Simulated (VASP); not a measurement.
# Sb (R-3m) in VASP: further runs

Sb is run at these levels: PBE; tasks: single point, relaxation of cell and atoms.

All numbers are computed with VASP 6.6.1; they aren't measurements. Logs are shortened: lines on timing, memory, paths and dates and some standing lists are left out, and cuts for length are marked.

### Step 1. The cell of the first run

Symmetry: R-3m, No. 166, trigonal system. Conventional cell: a = 3.303 Å, b = 3.303 Å, c = 19.077 Å, α = 90.00°, β = 90.00°, γ = 120.00°. Within 3.8 Å of Sb (site symmetry 3m) lie 7 Sb at 2.87 to 3.30 Å.

### Step 2. Single point, PBE

Contents of INCAR:

```
SYSTEM = Sb
PREC = Accurate
ENCUT = 520
EDIFF = 1E-7
ISMEAR = 0
SIGMA = 0.1
LREAL = .FALSE.
LASPH = .TRUE.
NELM = 60
ALGO = Normal
ISIF = 2
LWAVE = .FALSE.
LCHARG = .FALSE.
GGA = PE
NBANDS = 12
```

Contents of KPOINTS:

```
regular mesh
0
G
  6 6 6
  0 0 0
```

Contents of POSCAR:

```
Sb
1.0
    1.6513092462      0.9533838378      6.3591018993
   -1.6513092462      0.9533838378      6.3591018993
    0.0000000000     -1.9067676756      6.3591018993
Sb
2
Direct
    0.0751008713      0.0751008713      0.0751008713
    0.9248991287      0.9248991287      0.9248991287
```

Potentials or basis: VASP PAW PBE potentials, release 64 (Sb).

The run is started by

```sh
> cat potpaw_PBE.64/Sb/POTCAR > POTCAR
> mpirun -np 1 vasp_std > vasp.out
```

OUTCAR:

```text
SYSTEM = Sb
   PREC = Accurate
   ENCUT = 520
   EDIFF = 1E-7
   ISMEAR = 0
   LREAL = .FALSE.
   LASPH = .TRUE.
   NELM = 60
   ISIF = 2
   GGA = PE

 ion  position               nearest neighbor table
   1  0.075  0.075  0.075-   2 2.87
   2  0.925  0.925  0.925-   1 2.87

  LATTYP: Found a trigonal (rhomboedric) cell.
 ALAT       =     6.6388206735
 COS(alpha) =     0.8762614719

  Lattice vectors:

 A1 = (   1.6513092462,   0.9533838378,   6.3591018993)
 A2 = (  -1.6513092462,   0.9533838378,   6.3591018993)
 A3 = (   0.0000000000,  -1.9067676756,   6.3591018993)

Analysis of symmetry for initial positions (statically):
=====================================================================
 Subroutine PRICEL returns:
 Original cell was already a primitive cell.

 Routine SETGRP: Setting up the symmetry group for a
 trigonal (rhombohedral) supercell.

 Subroutine GETGRP returns: Found 12 space group operations
 (whereof 12 operations were pure point group operations)
 out of a pool of 12 trial point group operations.

The static configuration has the point symmetry D_3d.

Analysis of symmetry for dynamics (positions and initial velocities):
=====================================================================
 Subroutine PRICEL returns:
 Original cell was already a primitive cell.

 Routine SETGRP: Setting up the symmetry group for a
 trigonal (rhombohedral) supercell.

 Subroutine GETGRP returns: Found 12 space group operations
 (whereof 12 operations were pure point group operations)
 out of a pool of 12 trial point group operations.

The dynamic configuration has the point symmetry D_3d.

 Subroutine INISYM returns: Found 12 space group operations
 (whereof 12 operations are pure point group operations),
 and found     1 'primitive' translations

----------------------------------------------------------------------------------------

                                     Primitive cell

  volume of cell :      60.0680

  direct lattice vectors                    reciprocal lattice vectors
     1.651309246  0.953383838  6.359101899     0.302790044  0.174815914  0.052418303
    -1.651309246  0.953383838  6.359101899    -0.302790044  0.174815914  0.052418303
     0.000000000 -1.906767676  6.359101899     0.000000000 -0.349631827  0.052418303

  length of vectors
     6.638820673  6.638820673  6.638820673     0.353539380  0.353539380  0.353539380

  position of ions in fractional coordinates (direct lattice)
     0.075100871  0.075100871  0.075100871
     0.924899129  0.924899129  0.924899129

  ion indices of the primitive-cell ions
   primitive index   ion index
                 1           1
                 2           2

----------------------------------------------------------------------------------------

 KPOINTS: regular mesh

Automatic generation of k-mesh.
 Grid dimensions read from file:
 generate k-points for:    6    6    6

 Generating k-lattice:

  Cartesian coordinates                     Fractional coordinates (reciprocal lattice)
     0.050465007  0.029135986  0.008736384     0.166666667  0.000000000 -0.000000000
    -0.050465007  0.029135986  0.008736384     0.000000000  0.166666667 -0.000000000
     0.000000000 -0.058271971  0.008736384    -0.000000000 -0.000000000  0.166666667

  Length of vectors
     0.058923230  0.058923230  0.058923230

  Shift w.r.t. Gamma in fractional coordinates (k-lattice)
     0.000000000  0.000000000  0.000000000

 Subroutine IBZKPT returns following result:
 ===========================================

 Found     32 irreducible k-points:

 Following reciprocal coordinates:
            Coordinates               Weight
  0.000000  0.000000  0.000000      1.000000
  0.166667 -0.000000 -0.000000      6.000000
  0.333333 -0.000000 -0.000000      6.000000
  0.500000 -0.000000 -0.000000      3.000000
  0.166667  0.166667  0.000000      6.000000
  0.333333  0.166667 -0.000000     12.000000
[... 16 lines left out ...]
  0.500000  0.500000  0.166667      6.000000
 -0.333333  0.500000  0.166667     12.000000
 [... further k-points ...]
   k-points           NKPTS =     32   k-points in BZ     NKDIM =     32   number of bands    NBANDS=     12
   number of dos      NEDOS =    301   number of ions     NIONS =      2
   total plane-waves  NPLWV = 125000
   dimension x,y,z NGX =    50 NGY =   50 NGZ =   50
   dimension x,y,z NGXF=   100 NGYF=  100 NGZF=  100
   ions per type =               2
   NGX,Y,Z   is equivalent  to a cutoff of  12.52, 12.52, 12.52 a.u.
   NGXF,Y,Z  is equivalent  to a cutoff of  25.04, 25.04, 25.04 a.u.
 SYSTEM =  Sb
   PREC   = accura    normal or accurate (medium, high low for compatibility)
   ISTART =      0    job   : 0-new  1-cont  2-samecut
   ICHARG =      2    charge: 1-file 2-atom 10-const
   ISPIN  =      1    spin polarized calculation?
   LNONCOLLINEAR =      F non collinear calculations
   LSORBIT =      F    spin-orbit coupling
   LASPH  =      T    aspherical Exc in radial PAW
[... 62 lines left out ...]
      3       1.8302      2.00000
      4       9.9558      0.00000
      5      11.6430      0.00000
      6      11.6430      0.00000
      7      12.9085      0.00000
      8      12.9085      0.00000
      9      13.6174      0.00000
     10      16.4930      0.00000
     11      17.1615      0.00000
     12      17.1615      0.00000

 k-point     2 :       0.1667   -0.0000   -0.0000
  band No.  band energies     occupation
      1      -4.8507      2.00000
      2      -2.4960      2.00000
      3       2.3552      2.00000
      4       8.3642      0.00000
      5       9.6847      0.00000
      6      10.4528      0.00000
      7      10.6443      0.00000
      8      11.7983      0.00000
      9      14.1756      0.00000
     10      14.8809      0.00000
     11      15.7249      0.00000
     12      16.6308      0.00000

 k-point     3 :       0.3333   -0.0000   -0.0000
  band No.  band energies     occupation
      1      -3.4495      2.00000
      2      -1.1601      2.00000
      3       3.6148      2.00000
      4       4.2755      2.00000
      5       5.8280      2.00000
      6       9.3385      0.00000
      7      10.3504      0.00000
      8      10.6442      0.00000
      9      12.6182      0.00000
     10      13.4077      0.00000
     11      14.4488      0.00000
     12      15.8154      0.00000

 k-point     4 :       0.5000   -0.0000   -0.0000
  band No.  band energies     occupation
      1      -2.1263      2.00000
      2       0.1239      2.00000
      3       1.8030      2.00000
      4       3.3456      2.00000
      5       5.2402      2.00000
      6       8.8372      0.00000
      7       9.4562      0.00000
      8       9.7953      0.00000
      9      12.2432      0.00000
     10      12.9273      0.00000
     11      14.1088      0.00000
     12      15.4980      0.00000

 k-point     5 :       0.1667    0.1667    0.0000
  band No.  band energies     occupation
      1      -4.8286      2.00000
      2      -2.5660      2.00000
      3       2.4993      2.00000
      4       8.4884      0.00000
      5       9.4091      0.00000
      6      10.1110      0.00000
      7      10.4914      0.00000
      8      12.0573      0.00000
      9      14.3384      0.00000
     10      15.0250      0.00000
     11      16.1194      0.00000
     12      17.2353      0.00000
[... 228 lines left out ...]
      1      -2.1537      2.00000
      2      -0.4560      2.00000
      3       2.7807      2.00000
      4       4.6237      2.00000
      5       5.8234      2.00000
      6       6.3241      2.00000
      7       7.7884      0.00000
      8       9.4734      0.00000
      9      11.3608      0.00000
     10      14.4635      0.00000
     11      15.9027      0.00000
     12      17.0333      0.00000

 k-point    22 :      -0.1667    0.3333    0.1667
  band No.  band energies     occupation
      1      -2.3010      2.00000
      2      -0.0584      2.00000
      3       2.8952      2.00000
      4       4.1471      2.00000
      5       5.1324      2.00000
      6       6.2403      2.00000
      7       7.8514      0.00000
      8      10.9832      0.00000
      9      12.1441      0.00000
     10      14.5658      0.00000
     11      15.2101      0.00000
     12      15.8856      0.00000

 k-point    23 :       0.5000    0.5000    0.1667
  band No.  band energies     occupation
      1      -3.2198      2.00000
      2      -1.7362      2.00000
      3       4.1251      2.00000
      4       5.2293      2.00000
      5       5.8745      2.00000
      6       8.2659      0.00000
      7       9.0099      0.00000
      8      10.9200      0.00000
      9      12.7813      0.00000
     10      12.9921      0.00000
     11      15.4951      0.00000
     12      16.2492      0.00000

 k-point    24 :      -0.3333    0.5000    0.1667
  band No.  band energies     occupation
      1      -2.1155      2.00000
      2      -0.5406      2.00000
      3       2.8775      2.00000
      4       4.3711      2.00000
      5       6.1336      2.00000
      6       6.2814      2.00000
      7       8.0485      0.00000
      8       9.1191      0.00000
      9      11.8720      0.00000
     10      13.7044      0.00000
     11      15.8480      0.00000
     12      15.8860      0.00000

 [... further k-points ...]
[... 5 lines left out ...]
  --------------------------------------------------------------------------------------
  -------------------------------------------------------------------------------------
  Total       -0.1021356     -0.1021356      0.1140390     -0.0000000      0.0000000      0.0000000
  in kB       -2.7242333     -2.7242333      3.0417295     -0.0000000      0.0000000      0.0000000
  external PRESSURE =      -0.8022457 kB  Pullay stress =       0.0000000 kB

 VOLUME and BASIS-vectors are now :
 -----------------------------------------------------------------------------
  energy-cutoff  :      520.00
  volume of cell :       60.07
      direct lattice vectors                 reciprocal lattice vectors
     1.651309246  0.953383838  6.359101899     0.302790044  0.174815914  0.052418303
    -1.651309246  0.953383838  6.359101899    -0.302790044  0.174815914  0.052418303
     0.000000000 -1.906767676  6.359101899     0.000000000 -0.349631827  0.052418303

 POSITION                                       TOTAL-FORCE (eV/Angst)
 -----------------------------------------------------------------------------------
      0.00000      0.00000      1.43272         0.000000     -0.000000      0.027789
      0.00000      0.00000     17.64458         0.000000      0.000000     -0.027789
 -----------------------------------------------------------------------------------
    total drift:                               -0.000000      0.000000     -0.000000

  FREE ENERGIE OF THE ION-ELECTRON SYSTEM (eV)
  ---------------------------------------------------
  free  energy   TOTEN  =        -7.9695594522 eV

  energy  without entropy=       -7.9657464656  energy(sigma->0) =       -7.96765296
```

Run time: 62 s. Hardware: 1 thread of AMD EPYC 7R43 (Zen 3), shared host; peak memory 0.27 GiB.

Results:

```
Free energy            : -7.9696 eV
Pressure               : -0.1 GPa
Largest force          : 0.028 eV/Å
Band gap on the k mesh : zero (band 5 reaches 11.64 eV, above the bottom of band 6 at 4.97 eV)
```

Forces on the atoms (eV/Å):
```
Sb   0.000  0.000  0.028
Sb   0.000  0.000 -0.028
```

Stress tensor (GPa, compression positive):
```
-0.27  0.00  0.00
 0.00 -0.27  0.00
 0.00  0.00  0.30
```

Levels at points of the mesh, in eV from the Fermi level:
```tsv
k point	band 1	band 2	band 3	band 4	band 5	band 6	band 7	band 8	band 9	band 10
(0.00, 0.00, 0.00)	-12.55	-10.17	-5.37	2.75	4.44	4.44	5.71	5.71	6.41	9.29
(0.50, 0.00, 0.00)	-9.33	-7.08	-5.40	-3.86	-1.96	1.63	2.25	2.59	5.04	5.72
(0.50, 0.50, 0.00)	-9.19	-7.45	-5.21	-4.16	-0.99	1.28	1.99	3.20	5.11	5.31
(0.50, 0.50, 0.50)	-12.21	-10.97	-2.97	-1.32	4.26	4.26	6.01	6.01	8.61	9.80
```

Caveat: the k points lie up to 0.37 Å⁻¹ apart; spin-orbit coupling is left out, which moves the levels of the heavy elements.

### Step 3. Single point, PBE

This run uses another cell than the first one, of 34.75 Å³/atom, 1.157 times its volume.

Contents of INCAR:

```
SYSTEM = Sb
PREC     = Accurate       ! precision mode
ENCUT    = 520            ! plane-wave cutoff, eV
EDIFF    = 1E-6           ! SCF threshold, eV
ISMEAR   = 0              ! smearing method
SIGMA    = 0.1            ! smearing width, eV
LREAL    = .False.        ! projectors in reciprocal space
LASPH    = .True.         ! aspherical terms in the spheres
NELM     = 60             ! most SCF steps
ALGO     = Normal         ! electronic algorithm
ISIF     = 2              ! what is computed and relaxed
LWAVE    = .False.        ! write WAVECAR
LCHARG   = .False.        ! write CHGCAR
GGA      = PE             ! functional
NBANDS   = 12             ! bands
```

Contents of KPOINTS:

```
Automatic mesh
0
Gamma
  6 6 6
  0 0 0
```

Contents of POSCAR:

```
Sb
1.0
    2.0309691247      1.1725805708      4.8632850834
   -2.0309691247      1.1725805708      4.8632850834
    0.0000000000     -2.3451611417      4.8632850834
Sb
2
Direct
    0.0577000000      0.0577000000      0.0577000000
    0.9423000000      0.9423000000      0.9423000000
```

Potentials or basis: VASP PAW PBE potentials, release 64 (Sb).

The run is started by

```sh
> cat potpaw_PBE.64/Sb/POTCAR > POTCAR
> mpirun -np 1 vasp_std > vasp.out
```

Wall time 36 s (1 thread of AMD EPYC 7R43 (Zen 3), shared host); peak memory 0.2 GiB.

Results (log left out):

```
Free energy            : 11.6601 eV
Pressure               : 89.2 GPa
Largest force          : 68.806 eV/Å
Band gap on the k mesh : zero (band 5 reaches 6.47 eV, above the bottom of band 6 at 5.81 eV)
```

Forces in eV/Å, atoms in the order of the input:
```
Sb    0.000   0.000  68.806
Sb    0.000   0.000 -68.806
```

Stress tensor (GPa, compression positive):
```
  2.37   0.00   0.00
  0.00   2.37   0.00
  0.00   0.00 262.98
```

Levels at points of the mesh, in eV from the Fermi level:
| k point | band 2 | band 3 | band 4 | band 5 | band 6 | band 7 | band 8 | band 9 |
| --- | --- | --- | --- | --- | --- | --- | --- | --- |
| (0.00, 0.00, 0.00) | -5.81 | -3.64 | -2.68 | -2.68 | 3.44 | 3.44 | 3.93 | 5.74 |
| (0.50, 0.00, 0.00) | -6.29 | -5.26 | -3.39 | -2.25 | 0.90 | 1.99 | 3.22 | 4.63 |
| (0.50, 0.50, 0.00) | -6.48 | -5.59 | -3.72 | -1.81 | 0.91 | 2.63 | 3.61 | 6.11 |
| (0.50, 0.50, 0.50) | -7.83 | -2.85 | -2.85 | 0.53 | 3.53 | 4.17 | 4.17 | 5.59 |

Caveat: spin-orbit coupling is left out, which moves the levels of the heavy elements; forces of over 1 eV/Å act on the atoms, so gaps and moduli don't describe the material at rest.

### Step 4. Relaxation of cell and atoms, PBE

This run uses another cell than the first one, of 34.75 Å³/atom, 1.157 times its volume.

Contents of INCAR:

```
  ALGO = Normal
  EDIFF = 1E-7
  EDIFFG = -0.04
  ENCUT = 600
  GGA = PE
  IBRION = 2
  ISIF = 3
  ISMEAR = 0
  LASPH = T
  LCHARG = F
  LREAL = F
  LWAVE = F
  NELM = 100
  NSW = 90
  PREC = Accurate
  SIGMA = 0.1
```

Contents of KPOINTS:

```
k-points
0
Gamma
  6 6 6
```

POSCAR is that of step 3.

The run is started by

```sh
> cat potpaw_PBE.64/Sb/POTCAR > POTCAR
> mpirun -np 1 vasp_std > vasp.out
```

Wall time 15 min (1 thread of AMD EPYC 7R43 (Zen 3), shared host); peak memory 0.33 GiB.

It converged, with:

```yaml
Free_energy: -8.1002 eV
Relaxed_volume: 46.70 Å³/atom
Relaxed_cell: a = 6.744 Å, b = 6.744 Å, c = 6.744 Å, α = 35.71°, β = 35.71°, γ = 35.71°
Space_group_after_relaxing_to_0.05_Å: R-3m (No. 166)
Energy_gained_by_relaxing: 9879.8 meV/atom
Ionic_steps: 14
Pressure_after_relaxing: 0.0 GPa
Largest_force_after_relaxing: 0.013 eV/Å
Band_gap_on_the_k_mesh: 0.92 eV, indirect (least direct gap 1.18 eV)
```

Forces in eV/Å, atoms in the order of the input:
```
Sb   0.000  0.000  0.013
Sb   0.000  0.000 -0.013
```

Stress tensor (GPa, compression positive):
```
 0.01  0.00  0.00
 0.00  0.01  0.00
 0.00  0.00 -0.07
```

Step by step:
```tsv
step	energy change (eV)	largest force (eV/Å)	pressure (GPa)	volume (Å³)
1	0.0000	68.8057	89.24	69.49
2	-15.2802	0.0447	-3.11	273.79
3	-15.2970	0.0452	-3.11	271.85
4	-15.3317	0.0375	-3.11	267.62
5	-15.5591	0.0126	-3.33	227.50
6	-15.8421	0.1649	-5.20	147.01
7	-18.1507	2.3369	-6.64	107.89
8	-19.6509	1.4339	3.43	88.60
9	-19.6059	1.5022	-2.09	94.77
10	-19.7506	0.1073	0.41	91.47
11	-19.7508	0.1053	0.81	91.02
12	-19.7590	0.0588	-0.03	93.22
13	-19.7591	0.0745	-0.11	93.45
14	-19.7597	0.0126	-0.02	93.40
```

Final structure:
```
Sb
1.0
     2.06758    1.19372    6.30740
    -2.06758    1.19372    6.30740
     0.00000   -2.38743    6.30740
Sb
2
Direct
  0.20989 0.20989 0.20989
  0.79011 0.79011 0.79011
```

Levels at points of the mesh, in eV from the valence-band top:
```tsv
k point	band 1	band 2	band 3	band 4	band 5	band 6	band 7	band 8	band 9
(0.00, 0.00, 0.00)	-11.31	-6.22	-1.13	-0.11	-0.11	1.71	2.72	2.72	6.29
(0.50, 0.00, 0.00)	-9.41	-7.85	-2.91	-1.62	-1.31	1.33	1.97	3.36	4.94
(0.50, 0.50, 0.00)	-9.41	-7.82	-3.04	-1.67	-1.65	1.74	2.92	3.59	5.25
(0.50, 0.50, 0.50)	-11.28	-6.45	-0.10	-0.10	0.00	1.18	2.66	2.66	5.07
```

Caveat: the volume moved by over 15 % at a fixed basis, so the end points are rough; spin-orbit coupling is left out, which moves the levels of the heavy elements. A hybrid or GW would open this gap; PBE tends to underestimate it.

### Step 5. Summary

```csv
task,cell,cutoff (eV),gap on the mesh (eV),pressure (GPa),largest force (eV/Å)
single point,"a = 6.639 Å, angles 28.8°, 2 atoms",520,none,-0.1,0.03
single point,"a = 5.399 Å, angles 44.2°, 2 atoms",520,none,89.2,68.81
relaxation of cell and atoms,"relaxed from a = 5.399 Å, angles 44.2°, 2 atoms",600,0.92,0.0,0.01
```

Alike in all rows: level PBE; potentials or basis VASP PAW PBE potentials, release 64 (Sb); no spin polarisation; k mesh 6 × 6 × 6; smearing gaussian 0.1 eV.

Caveats: some runs use coarse meshes; spin-orbit coupling is left out, which moves the levels of the heavy elements; forces of over 1 eV/Å act on the atoms, so gaps and moduli don't describe the material at rest (some runs); the volume moved by over 15 % at a fixed basis, so the end points are rough (some runs).

Total energies depend on the potentials used, so only differences within one code and one set of settings carry meaning.
